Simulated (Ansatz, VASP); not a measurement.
Two plane-wave programs on C

The input INCAR:

```
SYSTEM = C
ALGO = Normal ; EDIFF = 1E-6
EDIFFG = -0.04 ; ENCUT = 600
GGA = PE ; IBRION = 2
ISIF = 3 ; ISMEAR = 0
LASPH = .TRUE. ; LCHARG = .FALSE.
LREAL = .FALSE. ; LWAVE = .FALSE.
NELM = 100 ; NSW = 90
PREC = Accurate ; SIGMA = 0.1
```

Contents of KPOINTS:

```
k-points
0
G
  4 4 6
  0 0 0
```

POSCAR

```
C
1.0
    4.3502707011     -3.0746643487      0.0000000000
    4.3502707011      3.0746643487      0.0000000000
   -1.7949533494      0.0000000000      3.6318046636
C
8
Direct
    0.8260000000      0.8260000000      0.1740000000
    0.1740000000      0.1740000000      0.8260000000
    0.2480000000      0.2480000000      0.1860000000
    0.7520000000      0.7520000000      0.8140000000
    0.7691000000      0.3029000000      0.1810000000
    0.6971000000      0.2309000000      0.8190000000
    0.2309000000      0.6971000000      0.8190000000
    0.3029000000      0.7691000000      0.1810000000
```

Input for Ansatz:

```yaml
crystal:
  lattice:
    - [4.3502707011, -3.0746643487, 0.0]
    - [4.3502707011, 3.0746643487, 0.0]
    - [-1.7949533494, 0.0, 3.6318046636]
  atoms:
    - { symbol: C, position: [0.826, 0.826, 0.174] }
    - { symbol: C, position: [0.174, 0.174, 0.826] }
    - { symbol: C, position: [0.248, 0.248, 0.186] }
    - { symbol: C, position: [0.752, 0.752, 0.814] }
    - { symbol: C, position: [0.7691, 0.3029, 0.181] }
    - { symbol: C, position: [0.6971, 0.2309, 0.819] }
    - { symbol: C, position: [0.2309, 0.6971, 0.819] }
    - { symbol: C, position: [0.3029, 0.7691, 0.181] }
basis:
  ecutwfc: 420
kpoints:
  mp_grid: { grid: [4, 4, 6] }
hamiltonian:
  xc: pbe
scf:
  occupations: { method: gaussian, width: 0.1 }
  lower_state_search: "off"
output:
  forces: true
  stress: true
  eigenvalues: true
relax:
  adjacent_minimum: "off"
  f_tol: 0.04
  max_steps: 70
  cell: { stress_tol: 0.4 }
```

Alike in both runs: task relaxation of cell and atoms; functional PBE; k mesh 4 × 4 × 6; occupations gaussian, width 0.1 eV; no spin polarisation.

```csv
,VASP,Ansatz
version,VASP 6.6.1,Ansatz 0.2.0
potentials or method,"VASP PAW PBE potentials, release 64 (C), cutoff 600 eV","scalar-relativistic, plane waves, PAW"
valence electrons in the cell,32,32
```

|  | VASP | Ansatz | Ansatz less VASP |
| --- | --- | --- | --- |
| relaxed volume (Å³/atom) | 10.35 | 18.99 | +8.642 |
| relaxed cell length with the largest relative difference (Å) | 4.182 | 5.834 | +1.6521 |

One of these differences is far larger than is usual between the two programs; its cause wasn't traced.
